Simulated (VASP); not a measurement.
# MgO in VASP: notebook, part 2 of 3

VASP 6.6.1.

### Step 4. Single point, PBE (epitaxial 111 strain +4.0%)

Contents of INCAR:

```
SYSTEM = MgO
PREC     = Accurate       ! precision mode
ENCUT    = 520            ! plane-wave cutoff, eV
EDIFF    = 1E-6           ! SCF threshold, eV
ISMEAR   = 0              ! smearing method
SIGMA    = 0.01           ! smearing width, eV
LREAL    = .False.        ! projectors in reciprocal space
LASPH    = .True.         ! aspherical terms in the spheres
NELM     = 60             ! most SCF steps
ALGO     = Normal         ! electronic algorithm
ISIF     = 2              ! what is computed and relaxed
LWAVE    = .False.        ! write WAVECAR
LCHARG   = .False.        ! write CHGCAR
GGA      = PE             ! functional
NBANDS   = 11             ! bands
```

Contents of KPOINTS:

```
Automatic mesh
0
Gamma
  6 6 6
  0 0 0
```

Contents of POSCAR:

```
MgO
1.0
   -0.0747404213      2.1115136908      2.1115136908
    2.1115136908     -0.0747404213      2.1115136908
    2.1115136908      2.1115136908     -0.0747404213
Mg O
1 1
Direct
    0.0000000000      0.0000000000      0.0000000000
    0.5000000000      0.5000000000      0.5000000000
```

Potentials or basis: VASP PAW PBE potentials, release 64 (Mg, O).

On the command line:

```
cat potpaw_PBE.64/Mg/POTCAR potpaw_PBE.64/O/POTCAR > POTCAR
mpirun -np 1 vasp_std > vasp.out
```

OUTCAR:

```text
SYSTEM = MgO
   PREC = Accurate
   ENCUT = 520
   EDIFF = 1E-6
   ISMEAR = 0
   LREAL = .False.
   LASPH = .True.
   NELM = 60
   ISIF = 2
   GGA = PE

 ion  position               nearest neighbor table
   1  0.000  0.000  0.000-   2 2.15   2 2.15   2 2.15   2 2.15   2 2.15   2 2.15
   2  0.500  0.500  0.500-   1 2.15   1 2.15   1 2.15   1 2.15   1 2.15   1 2.15

  LATTYP: Found a trigonal (rhomboedric) cell.
 ALAT       =     2.9870664980
 COS(alpha) =     0.4643125193

  Lattice vectors:

 A1 = (  -0.0747404213,   2.1115136908,   2.1115136908)
 A2 = (   2.1115136908,  -0.0747404213,   2.1115136908)
 A3 = (   2.1115136908,   2.1115136908,  -0.0747404213)

Analysis of symmetry for initial positions (statically):
=====================================================================
 Subroutine PRICEL returns:
 Original cell was already a primitive cell.

 Routine SETGRP: Setting up the symmetry group for a
 trigonal (rhombohedral) supercell.

 Subroutine GETGRP returns: Found 12 space group operations
 (whereof 12 operations were pure point group operations)
 out of a pool of 12 trial point group operations.

The static configuration has the point symmetry D_3d.

Analysis of symmetry for dynamics (positions and initial velocities):
[... 166 lines left out ...]

 k-point     1 :       0.0000    0.0000    0.0000
  band No.  band energies     occupation
      1     -14.2049      2.00000
      2       2.6510      2.00000
      3       2.6510      2.00000
      4       3.0004      2.00000
      5       6.8936      0.00000
      6      17.7330      0.00000
      7      17.7330      0.00000
      8      19.2947      0.00000
      9      21.9060      0.00000
     10      23.7292      0.00000
     11      23.7292      0.00000
[... 309 lines left out ...]
 k-point    24 :      -0.3333    0.5000    0.1667
  band No.  band energies     occupation
      1     -12.7889      2.00000
      2      -0.5780      2.00000
      3       0.6356      2.00000
      4       1.2356      2.00000
      5      12.8211      0.00000
      6      13.6904      0.00000
      7      14.7037      0.00000
      8      18.4188      0.00000
      9      22.1458      0.00000
     10      26.6027      0.00000
     11      27.8210      0.00000

 [... further k-points ...]
[... 5 lines left out ...]
  --------------------------------------------------------------------------------------
  -------------------------------------------------------------------------------------
  Total       -0.6084484     -0.6084484     -0.6084484      0.5511292      0.5511292      0.5511292
  in kB      -49.1659335    -49.1659335    -49.1659335     44.5342258     44.5342258     44.5342258
  external PRESSURE =     -49.1659335 kB  Pullay stress =       0.0000000 kB

 VOLUME and BASIS-vectors are now :
 -----------------------------------------------------------------------------
  energy-cutoff  :      520.00
  volume of cell :       19.83
      direct lattice vectors                 reciprocal lattice vectors
    -0.074740421  2.111513691  2.111513691    -0.224581127  0.232822244  0.232822244
     2.111513691 -0.074740421  2.111513691     0.232822244 -0.224581127  0.232822244
     2.111513691  2.111513691 -0.074740421     0.232822244  0.232822244 -0.224581127

 POSITION                                       TOTAL-FORCE (eV/Angst)
 -----------------------------------------------------------------------------------
      0.00000      0.00000      0.00000         0.000000      0.000000      0.000000
      2.07414      2.07414      2.07414        -0.000000     -0.000000     -0.000000
 -----------------------------------------------------------------------------------
    total drift:                               -0.000000     -0.000000      0.000000

  FREE ENERGIE OF THE ION-ELECTRON SYSTEM (eV)
  ---------------------------------------------------
  free  energy   TOTEN  =       -11.8716132474 eV

  energy  without entropy=      -11.8716132474  energy(sigma->0) =      -11.87161325
```

stdout:

```text
POSCAR found type information on POSCAR MgO
 POSCAR found :  2 types and       2 ions
 scaLAPACK will be used
 LDA part: xc-table for (Slater+PW92), standard interpolation
 POSCAR, INCAR and KPOINTS ok, starting setup
 FFT: planning ... GRIDC
 FFT: planning ... GRID_SOFT
 FFT: planning ... GRID
 WAVECAR not read
 entering main loop
```

It used 4.4 s of CPU time on 1 thread of Intel Xeon 6975P-C, on a shared host.

Results:

```yaml
Free_energy: -11.8716 eV
Pressure: -4.9 GPa
Band_gap_on_the_k_mesh: 3.89 eV, direct
```

Caveat: the cell differs from its parent crystal (epitaxial 111 strain +4.0%).

### Step 5. Single point, r2SCAN

This run uses another cell than the first one, of 9.29 Å³/atom, 0.968 times its volume.

Contents of POSCAR:

```
MgO
1.0
    0.0000000000      2.1021674155      2.1021674155
    2.1021674155      0.0000000000      2.1021674155
    2.1021674155      2.1021674155      0.0000000000
Mg O
1 1
Direct
    0.0000000000      0.0000000000      0.0000000000
    0.5000000000      0.5000000000      0.5000000000
```

Contents of INCAR.step1:

```
PREC = Accurate
ENCUT = 520
ISMEAR = 0
SIGMA = 0.01
LREAL = False
LASPH = True
NELM = 60
NBANDS = 11
GGA = PE
ALGO = Normal
EDIFF = 1E-4
LWAVE = True
LCHARG = False
```

Contents of INCAR.step2:

```
PREC = Accurate
ENCUT = 520
EDIFF = 1E-6
ISMEAR = 0
SIGMA = 0.01
LREAL = False
LASPH = True
NELM = 60
ALGO = Normal
ISIF = 2
LWAVE = False
LCHARG = True
METAGGA = R2SCAN
LMIXTAU = True
LELF = True
LVHAR = True
NBANDS = 11
ISTART = 1
```

Contents of KPOINTS:

```
Automatic mesh
0
Gamma
  10 10 10
```

Potentials or basis: VASP PAW PBE potentials, release 64 (Mg, O).

On the command line:

```
cat potpaw_PBE.64/Mg/POTCAR potpaw_PBE.64/O/POTCAR > POTCAR
cp INCAR.step1 INCAR
mpirun -np 1 vasp_std > vasp.out
cp INCAR.step2 INCAR
mpirun -np 1 vasp_std > vasp.out
```

OUTCAR:

```text
PREC = Accurate
   ENCUT = 520
   EDIFF = 1E-6
   ISMEAR = 0
   LREAL = False
   LASPH = True
   NELM = 60
   ISIF = 2
   METAGGA = R2SCAN
   ISTART = 1

 ion  position               nearest neighbor table
   1  0.000  0.000  0.000-   2 2.10   2 2.10   2 2.10   2 2.10   2 2.10   2 2.10
   2  0.500  0.500  0.500-   1 2.10   1 2.10   1 2.10   1 2.10   1 2.10   1 2.10

  LATTYP: Found a face centered cubic cell.
 ALAT       =     4.2043348310

  Lattice vectors:

 A1 = (   0.0000000000,   2.1021674155,   2.1021674155)
 A2 = (   2.1021674155,   0.0000000000,   2.1021674155)
 A3 = (   2.1021674155,   2.1021674155,   0.0000000000)

Analysis of symmetry for initial positions (statically):
=====================================================================
 Subroutine PRICEL returns:
 Original cell was already a primitive cell.

 Routine SETGRP: Setting up the symmetry group for a
 face centered cubic supercell.

 Subroutine GETGRP returns: Found 48 space group operations
 (whereof 48 operations were pure point group operations)
 out of a pool of 48 trial point group operations.

The static configuration has the point symmetry O_h .

Analysis of symmetry for dynamics (positions and initial velocities):
=====================================================================
 Subroutine PRICEL returns:
 Original cell was already a primitive cell.

 Routine SETGRP: Setting up the symmetry group for a
 face centered cubic supercell.

 Subroutine GETGRP returns: Found 48 space group operations
 (whereof 48 operations were pure point group operations)
 out of a pool of 48 trial point group operations.

The dynamic configuration has the point symmetry O_h .

 Subroutine INISYM returns: Found 48 space group operations
 (whereof 48 operations are pure point group operations),
 and found     1 'primitive' translations

----------------------------------------------------------------------------------------

                                     Primitive cell

  volume of cell :      18.5794

  direct lattice vectors                    reciprocal lattice vectors
     0.000000000  2.102167415  2.102167415    -0.237849753  0.237849753  0.237849753
     2.102167415  0.000000000  2.102167415     0.237849753 -0.237849753  0.237849753
     2.102167415  2.102167415  0.000000000     0.237849753  0.237849753 -0.237849753

  length of vectors
     2.972913669  2.972913669  2.972913669     0.411967856  0.411967856  0.411967856

  position of ions in fractional coordinates (direct lattice)
     0.000000000  0.000000000  0.000000000
     0.500000000  0.500000000  0.500000000

  ion indices of the primitive-cell ions
   primitive index   ion index
                 1           1
                 2           2

----------------------------------------------------------------------------------------

 KPOINTS: Automatic mesh

Automatic generation of k-mesh.
 Grid dimensions read from file:
 generate k-points for:   10   10   10

 Generating k-lattice:

  Cartesian coordinates                     Fractional coordinates (reciprocal lattice)
    -0.023784975  0.023784975  0.023784975     0.100000000  0.000000000  0.000000000
     0.023784975 -0.023784975  0.023784975     0.000000000  0.100000000  0.000000000
     0.023784975  0.023784975 -0.023784975     0.000000000  0.000000000  0.100000000

  Length of vectors
     0.041196786  0.041196786  0.041196786

  Shift w.r.t. Gamma in fractional coordinates (k-lattice)
     0.000000000  0.000000000  0.000000000

 Subroutine IBZKPT returns following result:
 ===========================================

 Found     47 irreducible k-points:

 Following reciprocal coordinates:
            Coordinates               Weight
  0.000000  0.000000  0.000000      1.000000
  0.100000  0.000000  0.000000      8.000000
  0.200000  0.000000  0.000000      8.000000
  0.300000  0.000000  0.000000      8.000000
  0.400000  0.000000  0.000000      8.000000
  0.500000  0.000000  0.000000      4.000000
[... 16 lines left out ...]
  0.300000  0.300000  0.000000      6.000000
  0.400000  0.300000  0.000000     24.000000
 [... further k-points ...]
   k-points           NKPTS =     47   k-points in BZ     NKDIM =     47   number of bands    NBANDS=     11
   number of dos      NEDOS =    301   number of ions     NIONS =      2
   total plane-waves  NPLWV =  13824
   dimension x,y,z NGX =    24 NGY =   24 NGZ =   24
   dimension x,y,z NGXF=    48 NGYF=   48 NGZF=   48
   ions per type =               1   1
   NGX,Y,Z   is equivalent  to a cutoff of  13.42, 13.42, 13.42 a.u.
   NGXF,Y,Z  is equivalent  to a cutoff of  26.84, 26.84, 26.84 a.u.
 SYSTEM =  unknown system
   PREC   = accura    normal or accurate (medium, high low for compatibility)
   ISTART =      1    job   : 0-new  1-cont  2-samecut
   ICHARG =      0    charge: 1-file 2-atom 10-const
   ISPIN  =      1    spin polarized calculation?
   LNONCOLLINEAR =      F non collinear calculations
   LSORBIT =      F    spin-orbit coupling
   LASPH  =      T    aspherical Exc in radial PAW
   ENCUT  =  520.0 eV  38.22 Ry    6.18 a.u.   5.53  5.53  5.53*2*pi/ulx,y,z
   NELM   =     60;   NELMIN=  2; NELMDL=  0     # of ELM steps
   EDIFF  = 0.1E-05   stopping-criterion for ELM
   LREAL  =      F    real-space projection
   EDIFFG = 0.1E-04   stopping-criterion for IOM
   NSW    =      0    number of steps for IOM
   IBRION =     -1    ionic relax: 0-MD 1-quasi-New 2-CG
   NFREE  =      0    steps in history (QN), initial steepest desc. (CG)
   ISIF   =      2    stress and relaxation
   ISYM   =      2    0-nonsym 1-usesym 2-fastsym
   POTIM  = 0.5000    time-step for ionic-motion
   TEBEG  =    0.0;   TEEND  =   0.0 temperature during run
   PSTRESS=    0.0 pullay stress
   NELECT =       8.0000    total number of electrons
   NUPDOWN=      -1.0000    fix difference up-down
   EMIN   =  10.00;   EMAX   =-10.00  energy-range for DOS
   EFERMI =   0.00;   METHOD = LEGACY
   ISMEAR =     0;   SIGMA  =   0.01  broadening in eV -4-tet -1-fermi 0-gaus
   EFERMI_NEDOS =   21; number of points for ismear=-14 and -15
   IALGO  =     38    algorithm
   IMIX   =      4    mixing-type and parameters
     AMIX     =   0.40;   BMIX     =  1.00
     AMIX_MAG =   1.60;   BMIX_MAG =  1.00
  volume/ion in A,a.u.               =       9.29        62.69
  Fermi-wavevector in a.u.,A,eV,Ry     =   1.236216  2.336109 20.792816  1.528229
  Thomas-Fermi vector in A             =   2.370833
   LORBIT       =      0    0 simple, 1 ext, 2 COOP (PROOUT), +10 PAW based schemes
   METAGGA = R2SCAN    functional components
   LHFCALC =     F    Hartree Fock is set to
   AEXX    =    0.0000 exact exchange contribution
   IVDW    =     0    specifies the selected vdW correction
   LEPSILON=     F    determine dielectric tensor
   LRPA    =     F    only Hartree local field effects (RPA)
 non-spin polarized calculation
 Gauss-broadening in eV      SIGMA  =   0.01
  energy-cutoff  :      520.00
  volume of cell :       18.58
 maximum number of plane-waves:       531
 NGX is ok and might be reduce to    24
   NGX = 11   NGY = 11   NGZ = 11

 number of electron       8.0000004 magnetization

 Free energy of the ion-electron system (eV)
  ---------------------------------------------------
  ext. energy  EPLUGINS =         0.00000000
  ---------------------------------------------------
  free energy    TOTEN  =       -16.16111232 eV

  energy without entropy =      -16.16111232  energy(sigma->0) =      -16.16111232

 E-fermi :   2.9680     XC(G=0): -11.6234

 val. band max:        2.8163873060   @ k =   0.0000   0.0000   0.0000
 cond. band min:       8.4763525399   @ k =   0.0000   0.0000   0.0000
 fundamental gap:      5.6599652339
 Fermi energy:         2.9679508035

 k-point     1 :       0.0000    0.0000    0.0000
  band No.  band energies     occupation
      1     -15.4125      2.00000
      2       2.8164      2.00000
      3       2.8164      2.00000
      4       2.8164      2.00000
      5       8.4764      0.00000
      6      19.6823      0.00000
      7      19.6823      0.00000
      8      19.6823      0.00000
      9      23.8436      0.00000
     10      25.6170      0.00000
     11      25.6170      0.00000
[... 309 lines left out ...]
 k-point    24 :       0.4000    0.3000    0.0000
  band No.  band energies     occupation
      1     -14.1943      2.00000
      2      -0.7795      2.00000
      3       1.4898      2.00000
      4       1.7049      2.00000
      5      13.4484      0.00000
      6      13.9803      0.00000
      7      17.6492      0.00000
      8      22.3626      0.00000
      9      22.5861      0.00000
     10      29.1718      0.00000
     11      31.4075      0.00000

 [... further k-points ...]
[... 5 lines left out ...]
  --------------------------------------------------------------------------------------
  -------------------------------------------------------------------------------------
  Total       -0.1318515     -0.1318515     -0.1318515      0.0000000     -0.0000000      0.0000000
  in kB      -11.3700848    -11.3700848    -11.3700848      0.0000000     -0.0000000      0.0000000
  external PRESSURE =     -11.3700848 kB  Pullay stress =       0.0000000 kB

 VOLUME and BASIS-vectors are now :
 -----------------------------------------------------------------------------
  energy-cutoff  :      520.00
  volume of cell :       18.58
      direct lattice vectors                 reciprocal lattice vectors
     0.000000000  2.102167415  2.102167415    -0.237849753  0.237849753  0.237849753
     2.102167415  0.000000000  2.102167415     0.237849753 -0.237849753  0.237849753
     2.102167415  2.102167415  0.000000000     0.237849753  0.237849753 -0.237849753

 POSITION                                       TOTAL-FORCE (eV/Angst)
 -----------------------------------------------------------------------------------
      0.00000      0.00000      0.00000        -0.000000     -0.000000      0.000000
      2.10217      2.10217      2.10217         0.000000      0.000000      0.000000
 -----------------------------------------------------------------------------------
    total drift:                               -0.000000     -0.000000      0.000000

  FREE ENERGIE OF THE ION-ELECTRON SYSTEM (eV)
  ---------------------------------------------------
  free  energy   TOTEN  =       -16.1611123200 eV

  energy  without entropy=      -16.1611123200  energy(sigma->0) =      -16.16111232
```

OUTCAR.step1:

```text
PREC = Accurate
   ENCUT = 520
   ISMEAR = 0
   LREAL = False
   LASPH = True
[... 558 lines left out ...]
      0.00000      0.00000      0.00000         0.000000      0.000000     -0.000000
      2.10217      2.10217      2.10217         0.000000      0.000000      0.000000
 -----------------------------------------------------------------------------------
    total drift:                               -0.000000     -0.000000      0.000000

  FREE ENERGIE OF THE ION-ELECTRON SYSTEM (eV)
  ---------------------------------------------------
  free  energy   TOTEN  =       -11.9025860795 eV

  energy  without entropy=      -11.9025860795  energy(sigma->0) =      -11.90258608
```

OSZICAR.step1:

```text
N       E                     dE             d eps       ncg     rms          rms(c)
DAV:   1     0.127035623972E+02    0.12704E+02   -0.46670E+03  1186   0.646E+02
DAV:   2    -0.129623804312E+02   -0.25666E+02   -0.25194E+02  1184   0.136E+02
DAV:   3    -0.134627639993E+02   -0.50038E+00   -0.50006E+00  1238   0.159E+01
DAV:   4    -0.134640039787E+02   -0.12400E-02   -0.12400E-02  1145   0.909E-01
DAV:   5    -0.134640081992E+02   -0.42206E-05   -0.42206E-05  1179   0.503E-02    0.722E+00
DAV:   6    -0.119194138770E+02    0.15446E+01   -0.87270E+00  1079   0.163E+01    0.221E+00
DAV:   7    -0.119080881980E+02    0.11326E-01   -0.53165E-02  1124   0.208E+00    0.134E+00
DAV:   8    -0.119029547330E+02    0.51335E-02   -0.27196E-02  1082   0.186E+00    0.234E-01
DAV:   9    -0.119025916184E+02    0.36311E-03   -0.56291E-04  1154   0.165E-01    0.131E-01
DAV:  10    -0.119025860795E+02    0.55389E-05   -0.48854E-04  1097   0.163E-01
   1 F= -.11902586E+02 E0= -.11902586E+02  d E =-.539111E-81
```

It took 35 s on 1 thread of Intel Xeon 6975P-C, shared host; peak memory 0.15 GiB.

What came out:

| Quantity | Value |
| --- | --- |
| Free energy | -16.1611 eV |
| Pressure | -1.1 GPa |
| Band gap on the k mesh | 5.66 eV, direct |

Caveat: the PAW data sets were made with another functional, which shifts forces and pressure a little. r2SCAN opens gaps a little over a GGA but as a rule still falls short of measured ones.

(Continued in part 3 of 3.)
